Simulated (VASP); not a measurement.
# LiH (Fm-3m) in VASP: a series of runs, part 2 of 2

VASP 6.6.1. Earlier steps stand in the parts before.

### 3 Relaxation of cell and atoms, PBEsol, target pressure 7 GPa, at which the enthalpy is minimised

Contents of INCAR:

```
SYSTEM = LiH
PREC = Accurate
ENCUT = 600
EDIFF = 1E-6
ISMEAR = 0
SIGMA = 0.01
LREAL = .FALSE.
LASPH = .TRUE.
NELM = 100
ALGO = Normal
ISIF = 3
LWAVE = .FALSE.
LCHARG = .FALSE.
GGA = PS
IBRION = 2
NSW = 100
EDIFFG = -0.002
PSTRESS = 70.0
```

Contents of KPOINTS:

```
Automatic mesh
0
G
  10 10 10
  0 0 0
```

Contents of POSCAR:

```
LiH
1.0
    0.0000000000      1.9903704688      1.9903704688
    1.9903704688      0.0000000000      1.9903704688
    1.9903704688      1.9903704688      0.0000000000
Li H
1 1
Direct
    0.0000000000      0.0000000000      0.0000000000
    0.5000000000      0.5000000000      0.5000000000
```

Potentials or basis: VASP PAW PBE potentials, release 64 (Li_sv, H).

Command:

```bash
$ cat potpaw_PBE.64/Li_sv/POTCAR potpaw_PBE.64/H/POTCAR > POTCAR
$ mpirun -np 1 vasp_std > vasp.out
```

OUTCAR:

```text
SYSTEM = LiH
   PREC = Accurate
   ENCUT = 600
   EDIFF = 1E-6
   ISMEAR = 0
   LREAL = .FALSE.
   LASPH = .TRUE.
   NELM = 100
   ISIF = 3
   GGA = PS
   IBRION = 2
   NSW = 100
   EDIFFG = -0.002
   PSTRESS = 70.0

 ion  position               nearest neighbor table
   1  0.000  0.000  0.000-
   2  0.500  0.500  0.500-

  LATTYP: Found a face centered cubic cell.
 ALAT       =     3.9807409376

  Lattice vectors:

 A1 = (   0.0000000000,   1.9903704688,   1.9903704688)
 A2 = (   1.9903704688,   0.0000000000,   1.9903704688)
 A3 = (   1.9903704688,   1.9903704688,   0.0000000000)

Analysis of symmetry for initial positions (statically):
=====================================================================
 Subroutine PRICEL returns:
 Original cell was already a primitive cell.

 Routine SETGRP: Setting up the symmetry group for a
 face centered cubic supercell.

 Subroutine GETGRP returns: Found 48 space group operations
 (whereof 48 operations were pure point group operations)
 out of a pool of 48 trial point group operations.

The static configuration has the point symmetry O_h .

Analysis of symmetry for dynamics (positions and initial velocities):
=====================================================================
 Subroutine PRICEL returns:
 Original cell was already a primitive cell.

 Routine SETGRP: Setting up the symmetry group for a
 face centered cubic supercell.

 Subroutine GETGRP returns: Found 48 space group operations
 (whereof 48 operations were pure point group operations)
 out of a pool of 48 trial point group operations.

The dynamic configuration has the point symmetry O_h .

 Subroutine INISYM returns: Found 48 space group operations
 (whereof 48 operations are pure point group operations),
 and found     1 'primitive' translations

----------------------------------------------------------------------------------------

                                     Primitive cell

  volume of cell :      15.7700

  direct lattice vectors                    reciprocal lattice vectors
     0.000000000  1.990370469  1.990370469    -0.251209515  0.251209515  0.251209515
     1.990370469  0.000000000  1.990370469     0.251209515 -0.251209515  0.251209515
     1.990370469  1.990370469  0.000000000     0.251209515  0.251209515 -0.251209515

  length of vectors
     2.814808911  2.814808911  2.814808911     0.435107643  0.435107643  0.435107643

  position of ions in fractional coordinates (direct lattice)
     0.000000000  0.000000000  0.000000000
     0.500000000  0.500000000  0.500000000

  ion indices of the primitive-cell ions
   primitive index   ion index
                 1           1
                 2           2

----------------------------------------------------------------------------------------

 KPOINTS: Automatic mesh

Automatic generation of k-mesh.
 Grid dimensions read from file:
 generate k-points for:   10   10   10

 Generating k-lattice:

  Cartesian coordinates                     Fractional coordinates (reciprocal lattice)
    -0.025120951  0.025120951  0.025120951     0.100000000  0.000000000  0.000000000
     0.025120951 -0.025120951  0.025120951     0.000000000  0.100000000  0.000000000
[... 47 lines left out ...]
   NGXF,Y,Z  is equivalent  to a cutoff of  28.35, 28.35, 28.35 a.u.
 SYSTEM =  LiH
   PREC   = accura    normal or accurate (medium, high low for compatibility)
   ISTART =      0    job   : 0-new  1-cont  2-samecut
   ICHARG =      2    charge: 1-file 2-atom 10-const
   ISPIN  =      1    spin polarized calculation?
   LNONCOLLINEAR =      F non collinear calculations
   LSORBIT =      F    spin-orbit coupling
   LASPH  =      T    aspherical Exc in radial PAW
   ENCUT  =  600.0 eV  44.10 Ry    6.64 a.u.   5.62  5.62  5.62*2*pi/ulx,y,z
   NELM   =    100;   NELMIN=  2; NELMDL= -5     # of ELM steps
   EDIFF  = 0.1E-05   stopping-criterion for ELM
   LREAL  =      F    real-space projection
   EDIFFG = -.2E-02   stopping-criterion for IOM
   NSW    =    100    number of steps for IOM
   IBRION =      2    ionic relax: 0-MD 1-quasi-New 2-CG
   NFREE  =      1    steps in history (QN), initial steepest desc. (CG)
   ISIF   =      3    stress and relaxation
   ISYM   =      2    0-nonsym 1-usesym 2-fastsym
   POTIM  = 0.5000    time-step for ionic-motion
   TEBEG  =    0.0;   TEEND  =   0.0 temperature during run
   PSTRESS=   70.0 pullay stress
   NELECT =       4.0000    total number of electrons
   NUPDOWN=      -1.0000    fix difference up-down
   EMIN   =  10.00;   EMAX   =-10.00  energy-range for DOS
   EFERMI =   0.00;   METHOD = LEGACY
   ISMEAR =     0;   SIGMA  =   0.01  broadening in eV -4-tet -1-fermi 0-gaus
   EFERMI_NEDOS =   21; number of points for ismear=-14 and -15
   IALGO  =     38    algorithm
   IMIX   =      4    mixing-type and parameters
     AMIX     =   0.40;   BMIX     =  1.00
     AMIX_MAG =   1.60;   BMIX_MAG =  1.00
  volume/ion in A,a.u.               =       7.89        53.21
  Fermi-wavevector in a.u.,A,eV,Ry     =   1.036297  1.958317 14.611453  1.073911
  Thomas-Fermi vector in A             =   2.170681
   LORBIT       =      0    0 simple, 1 ext, 2 COOP (PROOUT), +10 PAW based schemes
   GGA     = PS    functional components
   LHFCALC =     F    Hartree Fock is set to
   AEXX    =    0.0000 exact exchange contribution
   IVDW    =     0    specifies the selected vdW correction
   LEPSILON=     F    determine dielectric tensor
   LRPA    =     F    only Hartree local field effects (RPA)
 conjugate gradient relaxation of ions
 non-spin polarized calculation
 Gauss-broadening in eV      SIGMA  =   0.01
  energy-cutoff  :      600.00
  volume of cell :       15.77
 maximum number of plane-waves:       544
   NGX = 11   NGY = 11   NGZ = 11

--------------------------------------- Ionic step        1  -------------------------------------------

 number of electron       3.9999997 magnetization

 Free energy of the ion-electron system (eV)
  ---------------------------------------------------
  ext. energy  EPLUGINS =         0.00000000
  ---------------------------------------------------
  free energy    TOTEN  =        -6.12135235 eV

  energy without entropy =       -6.12135235  energy(sigma->0) =       -6.12135235

------------------------ aborting loop because EDIFF is reached ----------------------------------------

  FORCE on cell =-STRESS in cart. coord.  units (eV):
  Direction    XX          YY          ZZ          XY          YZ          ZX
  --------------------------------------------------------------------------------------
  -------------------------------------------------------------------------------------
  Total       -0.0172709     -0.0172709     -0.0172709     -0.0000000     -0.0000000     -0.0000000
  in kB       -1.7546585     -1.7546585     -1.7546585     -0.0000000     -0.0000000     -0.0000000
  external PRESSURE =     -71.7546585 kB  Pullay stress =      70.0000000 kB
[... 97 lines left out ...]
  energy  without entropy=       -6.0903809148  energy(sigma->0) =       -6.09038091

  enthalpy is  TOTEN    =        -5.4861190690 eV   P V=        0.6042618459

[... ionic steps 4 to 19 ...]

--------------------------------------- Ionic step       20  -------------------------------------------

 number of electron       3.9999999 magnetization

------------------------ aborting loop because EDIFF is reached ----------------------------------------
[... 71 lines left out ...]
--------------------------------------- Ionic step       22  -------------------------------------------

 number of electron       3.9999999 magnetization

 Free energy of the ion-electron system (eV)
  ---------------------------------------------------
  ext. energy  EPLUGINS =         0.00000000
  ---------------------------------------------------
  free energy    TOTEN  =        -6.07950412 eV

  energy without entropy =       -6.07950412  energy(sigma->0) =       -6.07950412

 E-fermi :   1.2478     XC(G=0):  -9.1822

 val. band max:        1.0413678758   @ k =   0.5000   0.5000   0.0000
 cond. band min:       3.6162221743   @ k =   0.5000   0.5000   0.0000
 fundamental gap:      2.5748542984
 Fermi energy:         1.2477756322

 k-point     1 :       0.0000    0.0000    0.0000
  band No.  band energies     occupation
      1     -42.5742      2.00000
      2      -5.1753      2.00000
      3      19.4955      0.00000
      4      20.5486      0.00000
      5      20.5486      0.00000
      6      20.5487      0.00000
[... 199 lines left out ...]
 k-point    24 :       0.4000    0.3000    0.0000
  band No.  band energies     occupation
      1     -42.4755      2.00000
      2      -1.7832      2.00000
      3       8.0956      0.00000
      4      12.1197      0.00000
      5      13.6126      0.00000
      6      18.5398      0.00000

 [... further k-points ...]
[... 5 lines left out ...]
  --------------------------------------------------------------------------------------
  -------------------------------------------------------------------------------------
  Total        0.5941455      0.5941455      0.5941455      0.0000000      0.0000000      0.0000000
  in kB       70.2065044     70.2065044     70.2065044      0.0000000      0.0000000      0.0000000
  external PRESSURE =       0.2065044 kB  Pullay stress =      70.0000000 kB
[... 21 lines left out ...]
  energy  without entropy=       -6.0795041192  energy(sigma->0) =       -6.07950412

  enthalpy is  TOTEN    =        -5.4871062454 eV   P V=        0.5923978739

 reached required accuracy - stopping structural energy minimisation
```

OSZICAR:

```text
N       E                     dE             d eps       ncg     rms          rms(c)
DAV:   1    -0.123898414085E+01   -0.12390E+01   -0.16814E+03   576   0.707E+02
DAV:   2    -0.625287994941E+01   -0.50139E+01   -0.50139E+01   816   0.684E+01
DAV:   3    -0.634513631650E+01   -0.92256E-01   -0.92256E-01   666   0.943E+00
[... 103 lines left out ...]
DAV:   1    -0.607928978337E+01   -0.40440E-03   -0.40729E-05   672   0.637E-02    0.125E-02
DAV:   2    -0.607928926834E+01    0.51503E-06   -0.86867E-07   516   0.113E-02
  21 F= -.54871061E+01 E0= -.54871061E+01  d E =-.784489E-05
       N       E                     dE             d eps       ncg     rms          rms(c)
DAV:   1    -0.607950398774E+01   -0.21420E-03   -0.76415E-06   582   0.313E-02    0.594E-03
DAV:   2    -0.607950411925E+01   -0.13150E-06   -0.39979E-07   300   0.102E-02
  22 F= -.54871062E+01 E0= -.54871062E+01  d E =-.795418E-05
```

Run time: 46 s. Hardware: 1 thread of Intel Xeon 8259CL, shared host; peak memory 0.13 GiB.

Results:

```yaml
Free_energy: -6.0795 eV
Relaxed_volume: 6.78 Å³/atom
Relaxed_cell: a = 2.677 Å, b = 2.677 Å, c = 2.677 Å, α = 60.00°, β = 60.00°, γ = 60.00°
Space_group_after_relaxing_to_0.05_Å: Fm-3m (No. 225)
Energy_change_on_relaxing_the_enthalpy_is_what_falls: +20.9 meV/atom
Ionic_steps: 22
Pressure_after_relaxing: 7.0 GPa
Band_gap_on_the_k_mesh: 2.57 eV, direct
```

Step by step:
```tsv
step	energy change (eV)	largest force (eV/Å)	pressure (GPa)	volume (Å³)
1	0.0000	0.0000	-0.18	15.77
2	0.0041	0.0000	1.89	14.98
3	0.0310	0.0000	5.85	13.83
4	0.0426	0.0000	7.08	13.54
5	0.0408	0.0000	6.90	13.58
6	0.0408	0.0000	6.89	13.58
7	0.0408	0.0000	6.89	13.58
8	0.0408	0.0000	6.90	13.58
9	0.0408	0.0000	6.89	13.58
10	0.0408	0.0000	6.89	13.58
11	0.0408	0.0000	6.89	13.58
12	0.0408	0.0000	6.89	13.58
13	0.0408	0.0000	6.90	13.58
14	0.0408	0.0000	6.90	13.58
15	0.0409	0.0000	6.90	13.58
16	0.0409	0.0000	6.90	13.58
17	0.0410	0.0000	6.91	13.58
18	0.0412	0.0000	6.91	13.57
19	0.0416	0.0000	6.93	13.56
20	0.0425	0.0000	7.06	13.54
21	0.0421	0.0000	7.06	13.55
22	0.0418	0.0000	7.02	13.56
```

Final structure:
```xyz
2
Lattice="0.0000 1.8926 1.8926 1.8926 0.0000 1.8926 1.8926 1.8926 0.0000" Properties=species:S:1:pos:R:3 pbc="T T T"
Li    0.0000    0.0000    0.0000
H     1.8926    1.8926    1.8926
```

Caveat: the cutoff is under 1.25 times the usual one of these potentials, so pressure, stress and relaxed cells hold a basis-set (Pulay) error; the cell is relaxed towards a set pressure, so the enthalpy falls and the energy may rise; the PAW data sets were made with another functional, which shifts forces and pressure a little. A k mesh can miss the band edges.
